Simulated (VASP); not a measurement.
# Te2Mo in VASP: further runs

Te2Mo is run at these levels: LDA; tasks: single point.

Everything below comes from runs of VASP 6.6.1. Logs are shortened: lines on timing, memory, paths and dates and some standing lists are left out, and cuts for length are marked.

**1. The cell of the first run**

The cell holds a slab with vacuum, 3 atoms: a = 3.560 Å, b = 3.560 Å, c = 17.524 Å, α = 90.00°, β = 90.00°, γ = 120.00°.

**2. Single point, LDA (all Mo atoms moved +0.075 Å, as atom 3 along Cartesian [0 0 1])**

File INCAR:

```
SYSTEM = Te2Mo
PREC     = Accurate       ! precision mode
ENCUT    = 520            ! plane-wave cutoff, eV
EDIFF    = 1E-6           ! SCF threshold, eV
ISMEAR   = 0              ! smearing method
SIGMA    = 0.05           ! smearing width, eV
LREAL    = .FALSE.        ! projectors in reciprocal space
LASPH    = .TRUE.         ! aspherical terms in the spheres
NELM     = 60             ! most SCF steps
ALGO     = Normal         ! electronic algorithm
ISIF     = 2              ! what is computed and relaxed
LWAVE    = .FALSE.        ! write WAVECAR
LCHARG   = .TRUE.         ! write CHGCAR
GGA      = CA             ! functional
LELF     = .TRUE.         ! ELF
LVHAR    = .TRUE.       
NBANDS   = 20             ! bands
```

File KPOINTS:

```
Automatic mesh
0
G
  12 12 2
  0 0 0
```

File POSCAR:

```
Te2Mo
1.0
    3.5602328140      0.0000000000      0.0000000000
   -1.7801164070      3.0832520603      0.0000000000
    0.0000000000      0.0000000000     17.5240578200
Te Mo
2 1
Direct
    0.3333333333      0.6666666667      0.8978554500
    0.3333333333      0.6666666667      0.1021445500
    0.0000000000      0.0000000000      0.0042798307
```

Potentials or basis: VASP PAW LDA potentials, release 64 (Te, Mo_sv).

Started as:

```
cat potpaw_LDA.64/Te/POTCAR potpaw_LDA.64/Mo_sv/POTCAR > POTCAR
mpirun -np 1 vasp_std > vasp.out
```

OUTCAR:

```text
SYSTEM = Te2Mo
   PREC = Accurate
   ENCUT = 520
   EDIFF = 1E-6
   ISMEAR = 0
   LREAL = .FALSE.
   LASPH = .TRUE.
   NELM = 60
   ISIF = 2
   GGA = CA

 ion  position               nearest neighbor table
   1  0.333  0.667  0.898-   3 2.78   3 2.78   3 2.78   2 3.58
   2  0.333  0.667  0.102-   3 2.68   3 2.68   3 2.68   1 3.58
   3  0.000  0.000  0.004-   2 2.68   2 2.68   2 2.68   1 2.78   1 2.78   1 2.78

  LATTYP: Found a hexagonal cell.
 ALAT       =     3.5602328140
 C/A-ratio  =     4.9221662558

  Lattice vectors:

 A1 = (   3.5602328140,   0.0000000000,   0.0000000000)
 A2 = (  -1.7801164070,   3.0832520603,   0.0000000000)
 A3 = (   0.0000000000,   0.0000000000,  17.5240578200)

Analysis of symmetry for initial positions (statically):
=====================================================================
 Subroutine PRICEL returns:
 Original cell was already a primitive cell.

 Routine SETGRP: Setting up the symmetry group for a
 hexagonal supercell.

 Subroutine GETGRP returns: Found  6 space group operations
 (whereof  6 operations were pure point group operations)
 out of a pool of 24 trial point group operations.

The static configuration has the point symmetry C_3v.

Analysis of symmetry for dynamics (positions and initial velocities):
=====================================================================
 Subroutine PRICEL returns:
 Original cell was already a primitive cell.

 Routine SETGRP: Setting up the symmetry group for a
 hexagonal supercell.

 Subroutine GETGRP returns: Found  6 space group operations
 (whereof  6 operations were pure point group operations)
 out of a pool of 24 trial point group operations.

The dynamic configuration has the point symmetry C_3v.

 Subroutine INISYM returns: Found  6 space group operations
 (whereof  6 operations are pure point group operations),
 and found     1 'primitive' translations

----------------------------------------------------------------------------------------

                                     Primitive cell

  volume of cell :     192.3633

  direct lattice vectors                    reciprocal lattice vectors
     3.560232814  0.000000000  0.000000000     0.280880508  0.162166437  0.000000000
    -1.780116407  3.083252060  0.000000000     0.000000000  0.324332873  0.000000000
     0.000000000  0.000000000 17.524057820     0.000000000  0.000000000  0.057064409

  length of vectors
     3.560232814  3.560232814 17.524057820     0.324332873  0.324332873  0.057064409

  position of ions in fractional coordinates (direct lattice)
     0.333333333  0.666666667  0.897855450
     0.333333333  0.666666667  0.102144550
     0.000000000  0.000000000  0.004279831

  ion indices of the primitive-cell ions
   primitive index   ion index
                 1           1
                 2           2
                 3           3

----------------------------------------------------------------------------------------

 KPOINTS: Automatic mesh

Automatic generation of k-mesh.
 Grid dimensions read from file:
 generate k-points for:   12   12    2

 Generating k-lattice:

  Cartesian coordinates                     Fractional coordinates (reciprocal lattice)
     0.023406709  0.013513870  0.000000000     0.083333333  0.000000000  0.000000000
     0.000000000  0.027027739  0.000000000     0.000000000  0.083333333  0.000000000
     0.000000000  0.000000000  0.028532204     0.000000000  0.000000000  0.500000000

  Length of vectors
     0.027027739  0.027027739  0.028532204

  Shift w.r.t. Gamma in fractional coordinates (k-lattice)
     0.000000000  0.000000000  0.000000000

 Subroutine IBZKPT returns following result:
 ===========================================

 Found     38 irreducible k-points:

 Following reciprocal coordinates:
            Coordinates               Weight
  0.000000  0.000000  0.000000      1.000000
  0.083333  0.000000  0.000000      6.000000
  0.166667  0.000000  0.000000      6.000000
  0.250000  0.000000  0.000000      6.000000
  0.333333  0.000000  0.000000      6.000000
  0.416667  0.000000  0.000000      6.000000
[... 16 lines left out ...]
  0.250000  0.000000  0.500000      6.000000
  0.333333  0.000000  0.500000      6.000000
 [... further k-points ...]
   k-points           NKPTS =     38   k-points in BZ     NKDIM =     38   number of bands    NBANDS=     20
   number of dos      NEDOS =    301   number of ions     NIONS =      3
   total plane-waves  NPLWV = 109760
   dimension x,y,z NGX =    28 NGY =   28 NGZ =  140
   dimension x,y,z NGXF=    56 NGYF=   56 NGZF=  280
   ions per type =               2   1
   NGX,Y,Z   is equivalent  to a cutoff of  13.07, 13.07, 13.28 a.u.
   NGXF,Y,Z  is equivalent  to a cutoff of  26.15, 26.15, 26.56 a.u.
 SYSTEM =  Te2Mo
   PREC   = accura    normal or accurate (medium, high low for compatibility)
   ISTART =      0    job   : 0-new  1-cont  2-samecut
   ICHARG =      2    charge: 1-file 2-atom 10-const
   ISPIN  =      1    spin polarized calculation?
   LNONCOLLINEAR =      F non collinear calculations
   LSORBIT =      F    spin-orbit coupling
   LASPH  =      T    aspherical Exc in radial PAW
   ENCUT  =  520.0 eV  38.22 Ry    6.18 a.u.   6.62  6.62 32.58*2*pi/ulx,y,z
   NELM   =     60;   NELMIN=  2; NELMDL= -5     # of ELM steps
   EDIFF  = 0.1E-05   stopping-criterion for ELM
   LREAL  =      F    real-space projection
   EDIFFG = 0.1E-04   stopping-criterion for IOM
   NSW    =      0    number of steps for IOM
   IBRION =     -1    ionic relax: 0-MD 1-quasi-New 2-CG
   NFREE  =      0    steps in history (QN), initial steepest desc. (CG)
   ISIF   =      2    stress and relaxation
   ISYM   =      2    0-nonsym 1-usesym 2-fastsym
   POTIM  = 0.5000    time-step for ionic-motion
   TEBEG  =    0.0;   TEEND  =   0.0 temperature during run
   PSTRESS=    0.0 pullay stress
   NELECT =      26.0000    total number of electrons
   NUPDOWN=      -1.0000    fix difference up-down
   EMIN   =  10.00;   EMAX   =-10.00  energy-range for DOS
   EFERMI =   0.00;   METHOD = LEGACY
   ISMEAR =     0;   SIGMA  =   0.05  broadening in eV -4-tet -1-fermi 0-gaus
   EFERMI_NEDOS =   21; number of points for ismear=-14 and -15
   IALGO  =     38    algorithm
   IMIX   =      4    mixing-type and parameters
     AMIX     =   0.40;   BMIX     =  1.00
     AMIX_MAG =   1.60;   BMIX_MAG =  1.00
  volume/ion in A,a.u.               =      64.12       432.71
  Fermi-wavevector in a.u.,A,eV,Ry     =   0.840153  1.587660  9.603777  0.705858
  Thomas-Fermi vector in A             =   1.954489
   LORBIT       =      0    0 simple, 1 ext, 2 COOP (PROOUT), +10 PAW based schemes
   GGA     = CA    functional components
   LHFCALC =     F    Hartree Fock is set to
   AEXX    =    0.0000 exact exchange contribution
   IVDW    =     0    specifies the selected vdW correction
   LEPSILON=     F    determine dielectric tensor
   LRPA    =     F    only Hartree local field effects (RPA)
 non-spin polarized calculation
 Gauss-broadening in eV      SIGMA  =   0.05
  energy-cutoff  :      520.00
  volume of cell :      192.36
 maximum number of plane-waves:      5262
 NGX is ok and might be reduce to    28
   NGX = 13   NGY = 13   NGZ = 65

 number of electron      25.9999999 magnetization

 Free energy of the ion-electron system (eV)
  ---------------------------------------------------
  ext. energy  EPLUGINS =         0.00000000
  ---------------------------------------------------
  free energy    TOTEN  =       -20.35375713 eV

  energy without entropy =      -20.35375713  energy(sigma->0) =      -20.35375713

 E-fermi :   0.2001     XC(G=0):  -4.8289

 val. band max:       -0.1601861484   @ k =   0.3333   0.3333   0.5000
 cond. band min:       0.8893629045   @ k =   0.3333   0.3333   0.0000
 fundamental gap:      1.0495490528
 Fermi energy:         0.2000527616

 k-point     1 :       0.0000    0.0000    0.0000
  band No.  band energies     occupation
      1     -60.4406      2.00000
      2     -34.7776      2.00000
      3     -34.6715      2.00000
      4     -34.6715      2.00000
      5     -12.6763      2.00000
      6     -11.6972      2.00000
[... 12 lines left out ...]
     19       4.7772      0.00000
     20       5.5482      0.00000

 k-point     2 :       0.0833    0.0000    0.0000
  band No.  band energies     occupation
      1     -60.4401      2.00000
      2     -34.7758      2.00000
      3     -34.6794      2.00000
      4     -34.6733      2.00000
      5     -12.5835      2.00000
      6     -11.6340      2.00000
[... 12 lines left out ...]
     19       4.8942      0.00000
     20       5.7657      0.00000

 k-point     3 :       0.1667    0.0000    0.0000
  band No.  band energies     occupation
      1     -60.4385      2.00000
      2     -34.7710      2.00000
      3     -34.7011      2.00000
      4     -34.6783      2.00000
      5     -12.3144      2.00000
      6     -11.4511      2.00000
[... 12 lines left out ...]
     19       5.2188      0.00000
     20       6.0953      0.00000

 k-point     4 :       0.2500    0.0000    0.0000
  band No.  band energies     occupation
      1     -60.4363      2.00000
      2     -34.7645      2.00000
      3     -34.7305      2.00000
      4     -34.6852      2.00000
      5     -11.9006      2.00000
      6     -11.1717      2.00000
[... 12 lines left out ...]
     19       5.7018      0.00000
     20       6.4203      0.00000

 k-point     5 :       0.3333    0.0000    0.0000
  band No.  band energies     occupation
      1     -60.4341      2.00000
      2     -34.7610      2.00000
      3     -34.7567      2.00000
      4     -34.6921      2.00000
      5     -11.4094      2.00000
      6     -10.8455      2.00000
[... 12 lines left out ...]
     19       5.7800      0.00000
     20       6.0461      0.00000
[... 353 lines left out ...]
      6     -11.6340      2.00000
[... 12 lines left out ...]
     19       4.7062      0.00000
     20       6.1522      0.00000

 k-point    22 :       0.1667    0.0000    0.5000
  band No.  band energies     occupation
      1     -60.4385      2.00000
      2     -34.7710      2.00000
      3     -34.7011      2.00000
      4     -34.6783      2.00000
      5     -12.3144      2.00000
      6     -11.4511      2.00000
[... 12 lines left out ...]
     19       5.0300      0.00000
     20       6.4649      0.00000

 k-point    23 :       0.2500    0.0000    0.5000
  band No.  band energies     occupation
      1     -60.4363      2.00000
      2     -34.7645      2.00000
      3     -34.7305      2.00000
      4     -34.6852      2.00000
      5     -11.9006      2.00000
      6     -11.1717      2.00000
[... 12 lines left out ...]
     19       5.5272      0.00000
     20       6.6380      0.00000

 k-point    24 :       0.3333    0.0000    0.5000
  band No.  band energies     occupation
      1     -60.4341      2.00000
      2     -34.7610      2.00000
      3     -34.7567      2.00000
      4     -34.6921      2.00000
      5     -11.4094      2.00000
      6     -10.8455      2.00000
[... 12 lines left out ...]
     19       5.8115      0.00000
     20       5.9964      0.00000

 [... further k-points ...]

------------------------ aborting loop because EDIFF is reached ----------------------------------------

  FORCE on cell =-STRESS in cart. coord.  units (eV):
  Direction    XX          YY          ZZ          XY          YZ          ZX
  --------------------------------------------------------------------------------------
  -------------------------------------------------------------------------------------
  Total       -2.2343588     -2.2343588     -1.1729934      0.0000000      0.0000000      0.0000000
  in kB      -18.6097865    -18.6097865     -9.7697636      0.0000000      0.0000000      0.0000000
  external PRESSURE =     -15.6631122 kB  Pullay stress =       0.0000000 kB

 VOLUME and BASIS-vectors are now :
 -----------------------------------------------------------------------------
  energy-cutoff  :      520.00
  volume of cell :      192.36
      direct lattice vectors                 reciprocal lattice vectors
     3.560232814  0.000000000  0.000000000     0.280880508  0.162166437  0.000000000
    -1.780116407  3.083252060  0.000000000     0.000000000  0.324332873  0.000000000
     0.000000000  0.000000000 17.524057820     0.000000000  0.000000000  0.057064409

 POSITION                                       TOTAL-FORCE (eV/Angst)
 -----------------------------------------------------------------------------------
     -0.00000      2.05550     15.73407        -0.000000      0.000000      1.072460
     -0.00000      2.05550      1.78999         0.000000     -0.000000      0.489612
      0.00000      0.00000      0.07500         0.000000     -0.000000     -1.562072
 -----------------------------------------------------------------------------------
    total drift:                                0.000000     -0.000000     -0.000452

  FREE ENERGIE OF THE ION-ELECTRON SYSTEM (eV)
  ---------------------------------------------------
  free  energy   TOTEN  =       -20.3537571285 eV

  energy  without entropy=      -20.3537571285  energy(sigma->0) =      -20.35375713
```

Wall time 2.6 min (1 thread of Intel Xeon 6975P-C (Granite Rapids), shared host); peak memory 0.34 GiB.

Results:

* Free energy: -20.3538 eV
* Largest force: 1.562 eV/Å
* Band gap on the k mesh: 1.05 eV

Forces in eV/Å, atoms in the order of the input:
```
Te   0.000  0.000  1.072
Te   0.000  0.000  0.490
Mo   0.000  0.000 -1.562
```

Levels at points of the mesh, in eV from the valence-band top:
```
           k point  band 9  band 10  band 11  band 12  band 13  band 14  band 15  band 16  band 17  band 18
(0.00, 0.00, 0.00)   -1.71    -1.63    -0.85    -0.85    -0.27     3.00     3.00     3.48     3.48     4.38
(0.50, 0.00, 0.00)   -3.23    -2.28    -1.50    -0.63    -0.30     1.40     1.74     3.27     3.75     4.01
(0.00, 0.00, 0.50)   -1.71    -1.63    -0.85    -0.85    -0.27     3.00     3.00     3.48     3.48     4.46
(0.50, 0.00, 0.50)   -3.23    -2.28    -1.50    -0.63    -0.30     1.40     1.74     3.27     3.75     4.01
```

Caveat: the cell differs from its parent crystal (all Mo atoms moved +0.075 Å, as atom 3 along Cartesian [0 0 1]); spin-orbit coupling is left out, which moves the levels of the heavy elements.

**3. Single point, LDA (all Mo atoms moved +0.025 Å, as atom 3 along Cartesian [0 0 1])**

File INCAR:

```
  ALGO = Normal
  EDIFF = 1E-6
  ENCUT = 520
  ISIF = 2
  ISMEAR = 0
  LASPH = True
  LCHARG = False
  LREAL = False
  LWAVE = False
  NBANDS = 20
  NELM = 80
  PREC = Accurate
  SIGMA = 0.05
```

File KPOINTS:

```
k-points
0
Gamma
  12 12 2
```

POSCAR, as its differences from that of step 2:

```diff
@@ -10,2 +10,2 @@
     0.3333333333      0.6666666667      0.1021445500
-    0.0000000000      0.0000000000      0.0042798307
+    0.0000000000      0.0000000000      0.0014266102
```

Potentials or basis: VASP PAW LDA potentials, release 64 (Te, Mo_sv).

Started as:

```
cat potpaw_LDA.64/Te/POTCAR potpaw_LDA.64/Mo_sv/POTCAR > POTCAR
mpirun -np 1 vasp_std > vasp.out
```

Run time: 6.9 min. Hardware: 1 thread of Intel Xeon 8259CL, shared host; peak memory 0.34 GiB.

It converged, with:

| Property | Result |
| --- | --- |
| Free energy | -20.4058 eV |
| Largest force | 0.622 eV/Å |
| Band gap on the k mesh | 1.04 eV |

Forces on the atoms (eV/Å):
```
Te   0.000  0.000  0.622
Te   0.000  0.000 -0.101
Mo   0.000  0.000 -0.521
```

Levels at points of the mesh, in eV from the valence-band top:
```csv
k point,band 9,band 10,band 11,band 12,band 13,band 14,band 15,band 16,band 17,band 18
"(0.00, 0.00, 0.00)",-1.69,-1.60,-0.89,-0.89,-0.36,3.05,3.05,3.37,3.37,4.37
"(0.50, 0.00, 0.00)",-3.25,-2.29,-1.51,-0.67,-0.32,1.39,1.73,3.30,3.72,3.95
"(0.00, 0.00, 0.50)",-1.69,-1.60,-0.89,-0.89,-0.36,3.05,3.05,3.37,3.37,4.46
"(0.50, 0.00, 0.50)",-3.25,-2.29,-1.51,-0.67,-0.32,1.39,1.73,3.30,3.72,3.95
```

Caveat: the cell differs from its parent crystal (all Mo atoms moved +0.025 Å, as atom 3 along Cartesian [0 0 1]); spin-orbit coupling is left out, which moves the levels of the heavy elements.
